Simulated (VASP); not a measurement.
Wanted: the native input for a VASP 6.6.1 run.

```yaml
Task: single point
Functional: LDA
Potentials_or_basis: VASP PAW LDA potentials, release 64 (Ni)
Cutoff: 520 eV
k_mesh: 16 × 16 × 16
Occupations: gaussian, width 0.03 eV
Spin: collinear spin, ferromagnetic start
Starting_moments: "[0.607] μB"
Dipole_correction: no
Further_INCAR_settings: ALGO = Normal; EDIFF = 1e-06; NBANDS = 15
```

The structure of Ni lies in POSCAR:

```
Ni
1.0
    0.0000000000      1.7124646296      1.7124646296
    1.7124646296      0.0000000000      1.7124646296
    1.7124646296      1.7124646296      0.0000000000
Ni
1
Direct
    0.0000000000      0.0000000000      0.0000000000
```

These files were run (other wordings do the same):

INCAR

```
SYSTEM = Ni
PREC = Accurate
ENCUT = 520
EDIFF = 1E-6
ISMEAR = 0
SIGMA = 0.03
LREAL = .False.
LASPH = .True.
NELM = 150
ALGO = Normal
ISIF = 2
LWAVE = .False.
LCHARG = .False.
ISPIN = 2
MAGMOM = 0.607
LORBIT = 11
LMAXMIX = 4
NBANDS = 15
```

KPOINTS

```
Automatic mesh
0
Gamma
  16 16 16
  0 0 0
```

Potentials or basis: VASP PAW LDA potentials, release 64 (Ni).

The run is started by

```bash
$ cat potpaw_LDA.64/Ni/POTCAR > POTCAR
$ mpirun -np 1 vasp_std > vasp.out
```

Results of the run:

The pressure is -0.7 GPa. The net moment is 0.57 μB per cell. The site moments are Ni +0.57 μB and the valence electrons inside the program's atomic spheres are Ni 9.47.

Wall time 38 s on 1 thread of Intel(R) Xeon(R) Platinum 8488C (Sapphire Rapids), with other jobs on the host, peak memory 0.14 GiB.
